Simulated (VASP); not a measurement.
Crystal: LuTe4W.

```
Lu Te W
1.0
     0.00000    4.40646    4.40646
     4.40646    0.00000    4.40646
     4.40646    4.40646    0.00000
Lu Te W
1 4 1
Cartesian
  6.6097 6.6097 6.6097
  1.1082 3.2983 3.2983
  3.2983 1.1082 3.2983
  3.2983 3.2983 1.1082
  1.1082 1.1082 1.1082
  4.4065 4.4065 4.4065
```

The cell was built from a structure type or drawn by symmetry, and may not be a known phase.

- Program: VASP 6.6.1
- Task: relaxation of cell and atoms
- Functional: PBE
- Potentials or basis: VASP PAW PBE potentials, release 64 (Lu, Te, W_sv)
- Cutoff: 600 eV
- k mesh: 8 × 8 × 8
- Occupations: gaussian, width 0.1 eV
- Spin: no spin polarisation

At the start: pressure -3.0 GPa; volume 28.52 Å³/atom.

Q: How do energy, volume and symmetry change on relaxing?

A: Over 5 steps the energy falls by 15.6 meV/atom and the volume is 26.92 Å³/atom (-5.6 %); space group F-43m (No. 216, to 0.1 Å) before and after.

Step by step:
```csv
step,energy change (eV),largest force (eV/Å),pressure (GPa),volume (Å³)
1,0.0000,0.0111,-3.03,171.12
2,-0.0777,0.0483,1.48,158.12
3,-0.0936,0.0278,-0.02,161.72
4,-0.0936,0.0287,0.04,161.54
5,-0.0936,0.0015,0.06,161.53
```

Final structure:
```xyz
6
Lattice="0.0000 4.3225 4.3225 4.3225 0.0000 4.3225 4.3225 4.3225 0.0000" Properties=species:S:1:pos:R:3 pbc="T T T"
Lu    6.4838    6.4838    6.4838
Te    1.0865    3.2360    3.2360
Te    3.2360    1.0865    3.2360
Te    3.2360    3.2360    1.0865
Te    1.0865    1.0865    1.0865
W     4.3225    4.3225    4.3225
```
